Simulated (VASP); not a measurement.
# CdS (Hawleyite) (F-43m) in VASP: further runs

Runs on CdS (Hawleyite). Level: r2SCAN. Tasks: relaxation of cell and atoms.

Program: VASP 6.6.1. These are calculated values, not measurements. Logs are shortened: lines on timing, memory, paths and dates and some standing lists are left out, and cuts for length are marked.

## (1) The cell of the first run

The structure is cubic, space group F-43m (No. 216). The conventional cell has a = 5.879 Å, b = 5.879 Å, c = 5.879 Å, α = 90.00°, β = 90.00°, γ = 90.00°. Within 3.4 Å of Cd (site symmetry -43m) lie 4 S at 2.55 Å. Within 3.4 Å of S (site symmetry -43m) lie 4 Cd at 2.55 Å.

## (2) Relaxation of cell and atoms, r2SCAN, target pressure 10 GPa, at which the enthalpy is minimised

POSCAR

```
CdS
1.0
    0.0000000000      2.9392750276      2.9392750276
    2.9392750276      0.0000000000      2.9392750276
    2.9392750276      2.9392750276      0.0000000000
Cd S
1 1
Direct
    0.0000000000      0.0000000000      0.0000000000
    0.7500000000      0.7500000000      0.7500000000
```

INCAR.step1

```
SYSTEM = CdS
PREC = Accurate
ENCUT = 600
ISMEAR = 0
SIGMA = 0.01
LREAL = .False.
LASPH = .True.
NELM = 100
GGA = PE
ALGO = Normal
EDIFF = 1E-4
LWAVE = .True.
LCHARG = .False.
```

INCAR.step2

```
SYSTEM = CdS
PREC = Accurate
ENCUT = 600
EDIFF = 1E-6
ISMEAR = 0
SIGMA = 0.01
LREAL = .False.
LASPH = .True.
NELM = 100
ALGO = Normal
ISIF = 3
LWAVE = .False.
LCHARG = .False.
METAGGA = R2SCAN
LMIXTAU = .True.
IBRION = 2
NSW = 100
EDIFFG = -0.002
PSTRESS = 100.0
ISTART = 1
```

KPOINTS

```
Automatic mesh
0
Gamma
  6 6 6
  0 0 0
```

Potentials or basis: VASP PAW PBE potentials, release 64 (Cd, S).

The run is started by

```bash
cat potpaw_PBE.64/Cd/POTCAR potpaw_PBE.64/S/POTCAR > POTCAR
cp INCAR.step1 INCAR
mpirun -np 1 vasp_std > vasp.out
cp INCAR.step2 INCAR
mpirun -np 1 vasp_std > vasp.out
```

OUTCAR:

```text
SYSTEM = CdS
   PREC = Accurate
   ENCUT = 600
   EDIFF = 1E-6
   ISMEAR = 0
   LREAL = .False.
   LASPH = .True.
   NELM = 100
   ISIF = 3
   METAGGA = R2SCAN
   IBRION = 2
   NSW = 100
   EDIFFG = -0.002
   PSTRESS = 100.0
   ISTART = 1

 ion  position               nearest neighbor table
   1  0.000  0.000  0.000-   2 2.55   2 2.55   2 2.55   2 2.55
   2  0.750  0.750  0.750-   1 2.55   1 2.55   1 2.55   1 2.55

  LATTYP: Found a face centered cubic cell.
 ALAT       =     5.8785500552

  Lattice vectors:

 A1 = (   0.0000000000,   2.9392750276,   2.9392750276)
 A2 = (   2.9392750276,   0.0000000000,   2.9392750276)
 A3 = (   2.9392750276,   2.9392750276,   0.0000000000)

Analysis of symmetry for initial positions (statically):
=====================================================================
 Subroutine PRICEL returns:
 Original cell was already a primitive cell.

 Routine SETGRP: Setting up the symmetry group for a
 face centered cubic supercell.

 Subroutine GETGRP returns: Found 24 space group operations
 (whereof 24 operations were pure point group operations)
 out of a pool of 48 trial point group operations.

The static configuration has the point symmetry T_d .

Analysis of symmetry for dynamics (positions and initial velocities):
=====================================================================
 Subroutine PRICEL returns:
 Original cell was already a primitive cell.

 Routine SETGRP: Setting up the symmetry group for a
 face centered cubic supercell.

 Subroutine GETGRP returns: Found 24 space group operations
 (whereof 24 operations were pure point group operations)
 out of a pool of 48 trial point group operations.

The dynamic configuration has the point symmetry T_d .

 Subroutine INISYM returns: Found 24 space group operations
 (whereof 24 operations are pure point group operations),
 and found     1 'primitive' translations

----------------------------------------------------------------------------------------

                                     Primitive cell

  volume of cell :      50.7868

  direct lattice vectors                    reciprocal lattice vectors
     0.000000000  2.939275028  2.939275028    -0.170109975  0.170109975  0.170109975
     2.939275028  0.000000000  2.939275028     0.170109975 -0.170109975  0.170109975
     2.939275028  2.939275028  0.000000000     0.170109975  0.170109975 -0.170109975

  length of vectors
     4.156762608  4.156762608  4.156762608     0.294639119  0.294639119  0.294639119

  position of ions in fractional coordinates (direct lattice)
     0.000000000  0.000000000  0.000000000
     0.750000000  0.750000000  0.750000000

  ion indices of the primitive-cell ions
   primitive index   ion index
                 1           1
                 2           2

----------------------------------------------------------------------------------------

 KPOINTS: Automatic mesh

Automatic generation of k-mesh.
 Grid dimensions read from file:
 generate k-points for:    6    6    6

 Generating k-lattice:

  Cartesian coordinates                     Fractional coordinates (reciprocal lattice)
    -0.028351662  0.028351662  0.028351662     0.166666667  0.000000000  0.000000000
     0.028351662 -0.028351662  0.028351662     0.000000000  0.166666667  0.000000000
     0.028351662  0.028351662 -0.028351662     0.000000000  0.000000000  0.166666667

  Length of vectors
     0.049106520  0.049106520  0.049106520

  Shift w.r.t. Gamma in fractional coordinates (k-lattice)
     0.000000000  0.000000000  0.000000000

 Subroutine IBZKPT returns following result:
 ===========================================

 Found     16 irreducible k-points:

 Following reciprocal coordinates:
            Coordinates               Weight
  0.000000  0.000000  0.000000      1.000000
  0.166667  0.000000  0.000000      8.000000
  0.333333  0.000000  0.000000      8.000000
  0.500000  0.000000  0.000000      4.000000
  0.166667  0.166667  0.000000      6.000000
  0.333333  0.166667  0.000000     24.000000
[... 8 lines left out ...]
 -0.333333  0.333333  0.166667     24.000000
 -0.333333  0.500000  0.166667     12.000000
   k-points           NKPTS =     16   k-points in BZ     NKDIM =     16   number of bands    NBANDS=     13
   number of dos      NEDOS =    301   number of ions     NIONS =      2
   total plane-waves  NPLWV =  46656
   dimension x,y,z NGX =    36 NGY =   36 NGZ =   36
   dimension x,y,z NGXF=    72 NGYF=   72 NGZF=   72
   ions per type =               1   1
   NGX,Y,Z   is equivalent  to a cutoff of  14.40, 14.40, 14.40 a.u.
   NGXF,Y,Z  is equivalent  to a cutoff of  28.80, 28.80, 28.80 a.u.
 SYSTEM =  CdS
   PREC   = accura    normal or accurate (medium, high low for compatibility)
   ISTART =      1    job   : 0-new  1-cont  2-samecut
   ICHARG =      0    charge: 1-file 2-atom 10-const
   ISPIN  =      1    spin polarized calculation?
   LNONCOLLINEAR =      F non collinear calculations
   LSORBIT =      F    spin-orbit coupling
   LASPH  =      T    aspherical Exc in radial PAW
   ENCUT  =  600.0 eV  44.10 Ry    6.64 a.u.   8.30  8.30  8.30*2*pi/ulx,y,z
   NELM   =    100;   NELMIN=  2; NELMDL=  0     # of ELM steps
   EDIFF  = 0.1E-05   stopping-criterion for ELM
   LREAL  =      F    real-space projection
   EDIFFG = -.2E-02   stopping-criterion for IOM
   NSW    =    100    number of steps for IOM
   IBRION =      2    ionic relax: 0-MD 1-quasi-New 2-CG
   NFREE  =      1    steps in history (QN), initial steepest desc. (CG)
   ISIF   =      3    stress and relaxation
   ISYM   =      2    0-nonsym 1-usesym 2-fastsym
   POTIM  = 0.5000    time-step for ionic-motion
   TEBEG  =    0.0;   TEEND  =   0.0 temperature during run
   PSTRESS=  100.0 pullay stress
   NELECT =      18.0000    total number of electrons
   NUPDOWN=      -1.0000    fix difference up-down
   EMIN   =  10.00;   EMAX   =-10.00  energy-range for DOS
   EFERMI =   0.00;   METHOD = LEGACY
   ISMEAR =     0;   SIGMA  =   0.01  broadening in eV -4-tet -1-fermi 0-gaus
   EFERMI_NEDOS =   21; number of points for ismear=-14 and -15
   IALGO  =     38    algorithm
   IMIX   =      4    mixing-type and parameters
     AMIX     =   0.40;   BMIX     =  1.00
     AMIX_MAG =   1.60;   BMIX_MAG =  1.00
  volume/ion in A,a.u.               =      25.39       171.36
  Fermi-wavevector in a.u.,A,eV,Ry     =   1.158552  2.189345 18.262314  1.342242
  Thomas-Fermi vector in A             =   2.295153
   LORBIT       =      0    0 simple, 1 ext, 2 COOP (PROOUT), +10 PAW based schemes
   METAGGA = R2SCAN    functional components
   LHFCALC =     F    Hartree Fock is set to
   AEXX    =    0.0000 exact exchange contribution
   IVDW    =     0    specifies the selected vdW correction
   LEPSILON=     F    determine dielectric tensor
   LRPA    =     F    only Hartree local field effects (RPA)
 conjugate gradient relaxation of ions
 non-spin polarized calculation
 Gauss-broadening in eV      SIGMA  =   0.01
  energy-cutoff  :      600.00
  volume of cell :       50.79
 maximum number of plane-waves:      1711
 NGX is ok and might be reduce to    36
   NGX = 17   NGY = 17   NGZ = 17

--------------------------------------- Ionic step        1  -------------------------------------------

 number of electron      17.9999999 magnetization

 Free energy of the ion-electron system (eV)
  ---------------------------------------------------
  ext. energy  EPLUGINS =         0.00000000
  ---------------------------------------------------
  free energy    TOTEN  =       -29.68452186 eV

  energy without entropy =      -29.68452186  energy(sigma->0) =      -29.68452186

 E-fermi :   0.9194     XC(G=0):  -9.6182

 val. band max:        0.8535051290   @ k =   0.0000   0.0000   0.0000
 cond. band min:       2.3907261062   @ k =   0.0000   0.0000   0.0000
 fundamental gap:      1.5372209772
 Fermi energy:         0.9193792564

 k-point     1 :       0.0000    0.0000    0.0000
  band No.  band energies     occupation
      1     -11.8771      2.00000
      2      -7.0344      2.00000
      3      -7.0344      2.00000
      4      -7.0344      2.00000
      5      -6.5542      2.00000
      6      -6.5542      2.00000
      7       0.8535      2.00000
      8       0.8535      2.00000
      9       0.8535      2.00000
     10       2.3907      0.00000
     11       7.9316      0.00000
     12       7.9316      0.00000
     13       7.9316      0.00000

 k-point     2 :       0.1667    0.0000    0.0000
  band No.  band energies     occupation
      1     -11.7755      2.00000
      2      -6.9972      2.00000
      3      -6.9972      2.00000
      4      -6.9292      2.00000
      5      -6.5546      2.00000
      6      -6.5546      2.00000
      7      -0.5968      2.00000
      8       0.6543      2.00000
      9       0.6543      2.00000
     10       3.5246      0.00000
     11       7.5280      0.00000
     12       8.2477      0.00000
     13       8.2477      0.00000
[... 349 lines left out ...]
 VOLUME and BASIS-vectors are now :
 -----------------------------------------------------------------------------
  energy-cutoff  :      600.00
  volume of cell :       45.02
      direct lattice vectors                 reciprocal lattice vectors
     0.000000000  2.823477486  2.823477486    -0.177086590  0.177086590  0.177086590
     2.823477486 -0.000000000  2.823477486     0.177086590 -0.177086590  0.177086590
     2.823477486  2.823477486 -0.000000000     0.177086590  0.177086590 -0.177086590

 POSITION                                       TOTAL-FORCE (eV/Angst)
 -----------------------------------------------------------------------------------
      5.64695      5.64695      5.64695         0.000000      0.000000      0.000000
      4.23522      4.23522      4.23522        -0.000000     -0.000000     -0.000000
 -----------------------------------------------------------------------------------
    total drift:                                0.000001      0.000001      0.000001

  FREE ENERGIE OF THE ION-ELECTRON SYSTEM (eV)
  ---------------------------------------------------
  free  energy   TOTEN  =       -29.5181800626 eV

  energy  without entropy=      -29.5181800626  energy(sigma->0) =      -29.51818006

  enthalpy is  TOTEN    =       -26.7083995221 eV   P V=        2.8097805406

--------------------------------------- Ionic step        5  -------------------------------------------

 number of electron      17.9999999 magnetization

 Free energy of the ion-electron system (eV)
  ---------------------------------------------------
  ext. energy  EPLUGINS =         0.00000000
  ---------------------------------------------------
  free energy    TOTEN  =       -29.51915387 eV

  energy without entropy =      -29.51915387  energy(sigma->0) =      -29.51915387

 E-fermi :   2.0337     XC(G=0): -10.2261

 val. band max:        1.9532735430   @ k =   0.0000   0.0000   0.0000
 cond. band min:       3.7618691456   @ k =   0.0000   0.0000   0.0000
 fundamental gap:      1.8085956025
 Fermi energy:         2.0336767639

 k-point     1 :       0.0000    0.0000    0.0000
  band No.  band energies     occupation
      1     -11.5991      2.00000
      2      -6.4439      2.00000
      3      -6.4439      2.00000
      4      -6.4439      2.00000
      5      -5.7726      2.00000
      6      -5.7726      2.00000
      7       1.9533      2.00000
      8       1.9533      2.00000
      9       1.9533      2.00000
     10       3.7619      0.00000
     11       8.9704      0.00000
     12       8.9704      0.00000
     13       8.9704      0.00000

 k-point     2 :       0.1667    0.0000    0.0000
  band No.  band energies     occupation
      1     -11.4678      2.00000
      2      -6.3933      2.00000
      3      -6.3933      2.00000
      4      -6.3284      2.00000
      5      -5.7739      2.00000
      6      -5.7739      2.00000
      7       0.3472      2.00000
      8       1.7010      2.00000
      9       1.7010      2.00000
     10       4.9136      0.00000
     11       8.6545      0.00000
     12       9.3379      0.00000
     13       9.3379      0.00000
[... 235 lines left out ...]
 VOLUME and BASIS-vectors are now :
 -----------------------------------------------------------------------------
  energy-cutoff  :      600.00
  volume of cell :       45.03
      direct lattice vectors                 reciprocal lattice vectors
    -0.000000000  2.823803501  2.823803501    -0.177066145  0.177066145  0.177066145
     2.823803501 -0.000000000  2.823803501     0.177066145 -0.177066145  0.177066145
     2.823803501  2.823803501 -0.000000000     0.177066145  0.177066145 -0.177066145

 POSITION                                       TOTAL-FORCE (eV/Angst)
 -----------------------------------------------------------------------------------
      0.00000      0.00000      0.00000        -0.000000     -0.000000     -0.000000
      4.23571      4.23571      4.23571         0.000000      0.000000      0.000000
 -----------------------------------------------------------------------------------
    total drift:                                0.000001      0.000001      0.000001

  FREE ENERGIE OF THE ION-ELECTRON SYSTEM (eV)
  ---------------------------------------------------
  free  energy   TOTEN  =       -29.5191538722 eV

  energy  without entropy=      -29.5191538722  energy(sigma->0) =      -29.51915387

  enthalpy is  TOTEN    =       -26.7083999188 eV   P V=        2.8107539534

 reached required accuracy - stopping structural energy minimisation
```

Wall time 3.1 min (1 thread of Intel Xeon Platinum 8488C (Sapphire Rapids), shared host); peak memory 0.23 GiB.

Results:

```yaml
Free_energy: -29.5192 eV
Relaxed_volume: 22.52 Å³/atom
Relaxed_cell: a = 3.993 Å, b = 3.993 Å, c = 3.993 Å, α = 60.00°, β = 60.00°, γ = 60.00°
Space_group_after_relaxing_to_0.05_Å: F-43m (No. 216)
Energy_change_on_relaxing_the_enthalpy_is_what_falls: +82.7 meV/atom
Ionic_steps: 5
Pressure_after_relaxing: 10.0 GPa
Band_gap_on_the_k_mesh: 1.81 eV, direct
```

The path:
```
step  energy change (eV)  largest force (eV/Å)  pressure (GPa)  volume (Å³)
   1              0.0000                0.0000            0.25        50.79
   2              0.6593                0.0000           24.44        40.25
   3              0.1596                0.0000            9.77        45.13
   4              0.1663                0.0000           10.02        45.02
   5              0.1654                0.0000            9.99        45.03
```

Final structure:
```xyz
2
Lattice="0.0000 2.8238 2.8238 2.8238 0.0000 2.8238 2.8238 2.8238 0.0000" Properties=species:S:1:pos:R:3 pbc="T T T"
Cd    0.0000    0.0000    0.0000
S     4.2357    4.2357    4.2357
```

Caveat: the cell is relaxed towards a set pressure, so the enthalpy falls and the energy may rise; the PAW data sets were made with another functional, which shifts forces and pressure a little.

## (3) Relaxation of cell and atoms, r2SCAN, target pressure 15 GPa, at which the enthalpy is minimised

POSCAR is that of step 2.

INCAR.step1

```
SYSTEM = CdS
  PREC = Accurate
  ENCUT = 600
  ISMEAR = 0
  SIGMA = 0.01
  LREAL = .False.
  LASPH = .True.
  NELM = 100
  GGA = PE
  ALGO = Normal
  EDIFF = 1E-4
  LWAVE = .True.
  LCHARG = .False.
```

INCAR.step2

```
SYSTEM = CdS
  PREC = Accurate
  ENCUT = 600
  EDIFF = 1E-6
  ISMEAR = 0
  SIGMA = 0.01
  LREAL = .False.
  LASPH = .True.
  NELM = 100
  ALGO = Normal
  ISIF = 3
  LWAVE = .False.
  LCHARG = .False.
  METAGGA = R2SCAN
  LMIXTAU = .True.
  IBRION = 2
  NSW = 100
  EDIFFG = -0.002
  PSTRESS = 150.0
  ISTART = 1
```

KPOINTS

```
regular mesh
0
Gamma
  6 6 6
  0 0 0
```

Potentials or basis: VASP PAW PBE potentials, release 64 (Cd, S).

The run is started by

```bash
cat potpaw_PBE.64/Cd/POTCAR potpaw_PBE.64/S/POTCAR > POTCAR
cp INCAR.step1 INCAR
mpirun -np 1 vasp_std > vasp.out
cp INCAR.step2 INCAR
mpirun -np 1 vasp_std > vasp.out
```

Run time: 4.6 min. Hardware: 1 thread of Intel Xeon Platinum 8488C (Sapphire Rapids), shared host; peak memory 0.23 GiB.

Results (log left out):

| Property | Result |
| --- | --- |
| Free energy | -29.3669 eV |
| Relaxed volume | 21.53 Å³/atom |
| Relaxed cell | a = 3.934 Å, b = 3.934 Å, c = 3.934 Å, α = 60.00°, β = 60.00°, γ = 60.00° |
| Space group after relaxing (to 0.05 Å) | F-43m (No. 216) |
| Energy change on relaxing (the enthalpy is what falls) | +158.8 meV/atom |
| Ionic steps | 7 |
| Pressure after relaxing | 15.0 GPa |
| Band gap on the k mesh | 1.90 eV, direct |

Step by step:
```tsv
step	energy change (eV)	largest force (eV/Å)	pressure (GPa)	volume (Å³)
1	0.0000	0.0000	0.25	50.79
2	1.7318	0.0000	49.84	35.47
3	0.2895	0.0000	14.14	43.37
4	0.3118	0.0000	14.83	43.13
5	0.3254	0.0000	15.25	42.98
6	0.3082	0.0000	14.71	43.17
7	0.3177	0.0000	15.01	43.07
```

Final structure:
```
Cd S
1.0
     0.00000    2.78205    2.78205
     2.78205    0.00000    2.78205
     2.78205    2.78205    0.00000
Cd S
1 1
Direct
  0.00000 0.00000 0.00000
  0.75000 0.75000 0.75000
```

Levels at points of the mesh, in eV from the valence-band top:
```csv
k point,band 6,band 7,band 8,band 9,band 10,band 11,band 12,band 13
"(0.00, 0.00, 0.00)",-7.89,0.00,0.00,0.00,1.90,6.97,6.97,6.97
"(0.50, 0.00, 0.00)",-7.36,-5.47,-1.01,-1.01,3.65,7.41,7.41,8.31
"(0.50, 0.50, 0.00)",-7.28,-4.68,-2.50,-2.50,3.57,4.82,10.56,12.43
```

Caveat: the cell is relaxed towards a set pressure, so the enthalpy falls and the energy may rise; the volume moved by over 15 % at a fixed basis, so the end points are rough; the PAW data sets were made with another functional, which shifts forces and pressure a little. r2SCAN opens gaps a little over a GGA but as a rule still falls short of measured ones.
